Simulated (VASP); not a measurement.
# LiH3 (Im-3m) in VASP: further runs, part 2 of 2

VASP 6.6.1. Earlier steps stand in the parts before.

### Step 4. Relaxation of cell and atoms, PBE

This run uses another cell than the first one, of 7.74 Å³/atom, 1.398 times its volume.

File INCAR:

```
PREC = Accurate ; ENCUT = 600
EDIFF = 1E-6 ; ISMEAR = 0
SIGMA = 0.1 ; LREAL = False
LASPH = True ; NELM = 80
ALGO = Normal ; ISIF = 3
LWAVE = False ; LCHARG = False
GGA = PE ; IBRION = 2
NSW = 90 ; EDIFFG = -0.04
```

File KPOINTS:

```
Automatic mesh
0
Gamma
  6 6 6
```

File POSCAR:

```
LiH3
1.0
   -1.9779544100      1.9779544100      1.9779544100
    1.9779544100     -1.9779544100      1.9779544100
    1.9779544100      1.9779544100     -1.9779544100
Li H
1 3
Direct
    0.0000000000      0.0000000000      0.0000000000
    0.0000000000      0.5000000000      0.5000000000
    0.5000000000      0.0000000000      0.5000000000
    0.5000000000      0.5000000000      0.0000000000
```

Potentials or basis: VASP PAW PBE potentials, release 64 (Li_sv, H).

Launch:

```sh
cat potpaw_PBE.64/Li_sv/POTCAR potpaw_PBE.64/H/POTCAR > POTCAR
mpirun -np 1 vasp_std > vasp.out
```

OUTCAR:

```text
PREC = Accurate
   ENCUT = 600
   EDIFF = 1E-6
   ISMEAR = 0
   LREAL = False
   LASPH = True
   NELM = 80
   ISIF = 3
   GGA = PE
   IBRION = 2
   NSW = 90
   EDIFFG = -0.04

 ion  position               nearest neighbor table
   1  0.000  0.000  0.000-
   2  0.000  0.500  0.500-
   3  0.500  0.000  0.500-
   4  0.500  0.500  0.000-

  LATTYP: Found a body centered cubic cell.
 ALAT       =     3.9559088200

  Lattice vectors:

 A1 = (  -1.9779544100,   1.9779544100,   1.9779544100)
 A2 = (   1.9779544100,  -1.9779544100,   1.9779544100)
 A3 = (   1.9779544100,   1.9779544100,  -1.9779544100)

Analysis of symmetry for initial positions (statically):
=====================================================================
 Subroutine PRICEL returns:
 Original cell was already a primitive cell.

 Routine SETGRP: Setting up the symmetry group for a
 body centered cubic supercell.

 Subroutine GETGRP returns: Found 48 space group operations
 (whereof 48 operations were pure point group operations)
 out of a pool of 48 trial point group operations.

The static configuration has the point symmetry O_h .

Analysis of symmetry for dynamics (positions and initial velocities):
=====================================================================
[... 125 lines left out ...]
     AMIX_MAG =   1.60;   BMIX_MAG =  1.00
  volume/ion in A,a.u.               =       7.74        52.22
  Fermi-wavevector in a.u.,A,eV,Ry     =   0.947449  1.790418 12.213389  0.897659
  Thomas-Fermi vector in A             =   2.075543
   LORBIT       =      0    0 simple, 1 ext, 2 COOP (PROOUT), +10 PAW based schemes
   GGA     = PE    functional components
   LHFCALC =     F    Hartree Fock is set to
   AEXX    =    0.0000 exact exchange contribution
   IVDW    =     0    specifies the selected vdW correction
   LEPSILON=     F    determine dielectric tensor
   LRPA    =     F    only Hartree local field effects (RPA)
 conjugate gradient relaxation of ions
 non-spin polarized calculation
 Gauss-broadening in eV      SIGMA  =   0.10
  energy-cutoff  :      600.00
  volume of cell :       30.95
 maximum number of plane-waves:      1055
   NGX = 13   NGY = 13   NGZ = 13

--------------------------------------- Ionic step        1  -------------------------------------------

 number of electron       6.0000008 magnetization

 Free energy of the ion-electron system (eV)
  ---------------------------------------------------
  ext. energy  EPLUGINS =         0.00000000
  ---------------------------------------------------
  free energy    TOTEN  =        -9.44401771 eV

  energy without entropy =       -9.43805906  energy(sigma->0) =       -9.44103838

 E-fermi :  -0.1383     XC(G=0):  -8.2422

 val. band max:       -0.1608014795   @ k =   0.1667   0.1667   0.0000
 cond. band min:       0.1966378350   @ k =   0.3333   0.1667   0.0000
 fundamental gap:      0.3574393145
 Fermi energy:        -0.1382706799
[... 643 lines left out ...]
--------------------------------------- Ionic step        5  -------------------------------------------

 number of electron       5.9999996 magnetization

 Free energy of the ion-electron system (eV)
  ---------------------------------------------------
  ext. energy  EPLUGINS =         0.00000000
  ---------------------------------------------------
  free energy    TOTEN  =        -9.77175753 eV

  energy without entropy =       -9.76579905  energy(sigma->0) =       -9.76877829

 E-fermi :   1.6429     XC(G=0):  -9.2758

 val. band max:        1.6204052716   @ k =   0.1667   0.1667   0.0000
 cond. band min:       2.0936089928   @ k =   0.3333   0.1667   0.0000
 fundamental gap:      0.4732037212
 Fermi energy:         1.6429364770
[... 189 lines left out ...]
  FREE ENERGIE OF THE ION-ELECTRON SYSTEM (eV)
  ---------------------------------------------------
  free  energy   TOTEN  =        -9.7717575260 eV

  energy  without entropy=       -9.7657990476  energy(sigma->0) =       -9.76877829

 reached required accuracy - stopping structural energy minimisation
```

CONTCAR:

```text
LiH3
   1.00000000000000
    -1.7802463276289320    1.7802463276289320    1.7802463276289320
     1.7802463276289320   -1.7802463276289320    1.7802463276289320
     1.7802463276289320    1.7802463276289320   -1.7802463276289320
  Li              H
     1     3
Direct
     0.0000000000000000    0.0000000000000000    0.0000000000000000
     0.0000000000000000    0.5000000000000000    0.5000000000000000
     0.5000000000000000    0.0000000000000000    0.5000000000000000
     0.5000000000000000    0.5000000000000000    0.0000000000000000

  0.00000000E+00  0.00000000E+00  0.00000000E+00
  0.00000000E+00  0.00000000E+00  0.00000000E+00
  0.00000000E+00  0.00000000E+00  0.00000000E+00
  0.00000000E+00  0.00000000E+00  0.00000000E+00
```

Run time: 12 s. Hardware: 1 thread of Intel Xeon 6975P-C (Granite Rapids), shared host; peak memory 0.14 GiB.

Results:

- Free energy: -9.7718 eV
- Relaxed volume: 5.64 Å³/atom
- Relaxed cell: a = 3.083 Å, b = 3.083 Å, c = 3.083 Å, α = 109.47°, β = 109.47°, γ = 109.47°
- Space group after relaxing (to 0.05 Å): Im-3m (No. 229)
- Energy gained by relaxing: 81.9 meV/atom
- Ionic steps: 5
- Pressure after relaxing: -1.0 GPa
- Band gap on the k mesh: zero (band 3 reaches 5.44 eV, above the bottom of band 4 at -0.27 eV)

Step by step:
```csv
step,energy change (eV),largest force (eV/Å),pressure (GPa),volume (Å³)
1,0.0000,0.0000,-9.30,30.95
2,-0.1091,0.0000,-8.39,28.98
3,-0.2845,0.0000,-4.75,24.87
4,-0.1561,0.0000,15.22,17.84
5,-0.3277,0.0000,-0.99,22.57
```

Final structure:
```
CELL_PARAMETERS angstrom
-1.78025 1.78025 1.78025
1.78025 -1.78025 1.78025
1.78025 1.78025 -1.78025
ATOMIC_POSITIONS crystal
Li 0.00000 0.00000 0.00000
H 0.00000 0.50000 0.50000
H 0.50000 0.00000 0.50000
H 0.50000 0.50000 0.00000
```

Caveat: the k points lie up to 0.42 Å⁻¹ apart in the final cell; the cutoff is under 1.25 times the usual one of these potentials, so pressure, stress and relaxed cells hold a basis-set (Pulay) error; the volume moved by over 15 % at a fixed basis, so the end points are rough.

### Step 5. Single point, PBE

File INCAR:

```
ALGO = Normal
EDIFF = 1E-7
ENCUT = 520
GGA = PE
ISIF = 2
ISMEAR = 0
LASPH = True
LCHARG = True
LELF = True
LREAL = False
LVHAR = True
LWAVE = False
NBANDS = 11
NELM = 100
PREC = Accurate
SIGMA = 0.1
```

File KPOINTS:

```
k-points
0
Gamma
  18 18 18
```

File POSCAR:

```
LiH3
1.0
   -1.7682175594      1.7682175594      1.7682175594
    1.7682175594     -1.7682175594      1.7682175594
    1.7682175594      1.7682175594     -1.7682175594
Li H
1 3
Direct
    0.0000000000      0.0000000000      0.0000000000
    0.0000000000      0.5000000000      0.5000000000
    0.5000000000      0.0000000000      0.5000000000
    0.5000000000      0.5000000000      0.0000000000
```

Launch:

```sh
cat potpaw_PBE.64/Li_sv/POTCAR potpaw_PBE.64/H/POTCAR > POTCAR
mpirun -np 1 vasp_std > vasp.out
```

It took 13 s on 1 thread of Intel Xeon 6975P-C (Granite Rapids), shared host; peak memory 0.16 GiB.

The run converged. Its results:

| Quantity | Value |
| --- | --- |
| Free energy | -9.7705 eV |
| Band gap on the k mesh | zero (band 3 reaches 5.66 eV, above the bottom of band 4 at -1.55 eV) |

Levels at points of the mesh, in eV from the Fermi level:
| k point | band 1 | band 2 | band 3 | band 4 | band 5 | band 6 |
| --- | --- | --- | --- | --- | --- | --- |
| (0.00, 0.00, 0.00) | -45.78 | -9.92 | 4.07 | 4.07 | 12.33 | 12.33 |
| (0.50, 0.00, 0.00) | -45.76 | -6.49 | -3.60 | 1.63 | 8.38 | 10.09 |
| (0.50, 0.50, 0.50) | -45.75 | -3.18 | -3.18 | 3.26 | 3.26 | 3.26 |

Caveat: the cutoff is under 1.25 times the usual one of these potentials, so pressure, stress and relaxed cells hold a basis-set (Pulay) error.

### Step 6. Relaxation of cell and atoms, PBE

File INCAR:

```
SYSTEM = LiH3
  PREC = Accurate
  ENCUT = 600
  EDIFF = 1E-6
  ISMEAR = 0
  SIGMA = 0.1
  LREAL = .FALSE.
  LASPH = .TRUE.
  NELM = 60
  ALGO = Normal
  ISIF = 3
  LWAVE = .FALSE.
  LCHARG = .FALSE.
  GGA = PE
  IBRION = 2
  NSW = 100
  EDIFFG = -0.01
```

File KPOINTS:

```
Automatic mesh
0
G
  18 18 18
  0 0 0
```

File POSCAR:

```
LiH3
1.0
   -1.7687892387      1.7687892387      1.7687892387
    1.7687892387     -1.7687892387      1.7687892387
    1.7687892387      1.7687892387     -1.7687892387
Li H
1 3
Direct
    0.0000000000      0.0000000000      0.0000000000
    0.0000000000      0.5000000000      0.5000000000
    0.5000000000      0.0000000000      0.5000000000
    0.5000000000      0.5000000000      0.0000000000
```

Potentials or basis: VASP PAW PBE potentials, release 64 (Li_sv, H).

Launch:

```sh
cat potpaw_PBE.64/Li_sv/POTCAR potpaw_PBE.64/H/POTCAR > POTCAR
mpirun -np 1 vasp_std > vasp.out
```

Run time: 8.9 s. Hardware: 1 thread of Intel Xeon 6975P-C (Granite Rapids), shared host; peak memory 0.15 GiB.

Results (log left out):

* Free energy: -9.7714 eV
* Pressure after relaxing: -0.2 GPa
* Band gap on the k mesh: zero (band 3 reaches 5.65 eV, above the bottom of band 4 at -1.56 eV)

Final structure:
```yaml
crystal:
  lattice:
    - [-1.76879, 1.76879, 1.76879]
    - [1.76879, -1.76879, 1.76879]
    - [1.76879, 1.76879, -1.76879]
  atoms:
    - { symbol: Li, position: [0.00000, 0.00000, 0.00000] }
    - { symbol: H, position: [0.00000, 0.50000, 0.50000] }
    - { symbol: H, position: [0.50000, 0.00000, 0.50000] }
    - { symbol: H, position: [0.50000, 0.50000, 0.00000] }
```

Levels at points of the mesh, in eV from the Fermi level:
```tsv
k point	band 1	band 2	band 3	band 4	band 5	band 6
(0.00, 0.00, 0.00)	-45.78	-9.91	4.07	4.07	12.33	12.33
(0.50, 0.00, 0.00)	-45.76	-6.48	-3.60	1.63	8.38	10.09
(0.50, 0.50, 0.50)	-45.75	-3.18	-3.18	3.26	3.26	3.26
```

Caveat: the cutoff is under 1.25 times the usual one of these potentials, so pressure, stress and relaxed cells hold a basis-set (Pulay) error; the relaxation stopped at its first step, so nothing moved.

### Step 7. Summary

```csv
task,cell,k mesh,cutoff (eV),gap on the mesh (eV),pressure (GPa)
single point,"a = 3.064 Å, angles 109.5°, 4 atoms",6 × 6 × 6,520,none,-
single point,"a = 3.426 Å, angles 109.5°, 4 atoms",6 × 6 × 6,520,none,-
relaxation of cell and atoms,"relaxed from a = 3.426 Å, angles 109.5°, 4 atoms",6 × 6 × 6,600,none,-1.0
single point,"a = 3.063 Å, angles 109.5°, 4 atoms",18 × 18 × 18,520,none,-
relaxation of cell and atoms,"relaxed from a = 3.064 Å, angles 109.5°, 4 atoms",18 × 18 × 18,600,none,-0.2
```

Alike in all rows: level PBE; potentials or basis VASP PAW PBE potentials, release 64 (Li_sv, H); no spin polarisation; smearing gaussian 0.1 eV.

Caveats: some runs use coarse meshes; the cutoff is under 1.25 times the usual one of these potentials, so pressure, stress and relaxed cells hold a basis-set (Pulay) error; the volume moved by over 15 % at a fixed basis, so the end points are rough (some runs); the relaxation stopped at its first step, so nothing moved (some runs).

Absolute energies hang on the potentials; compare differences alone.
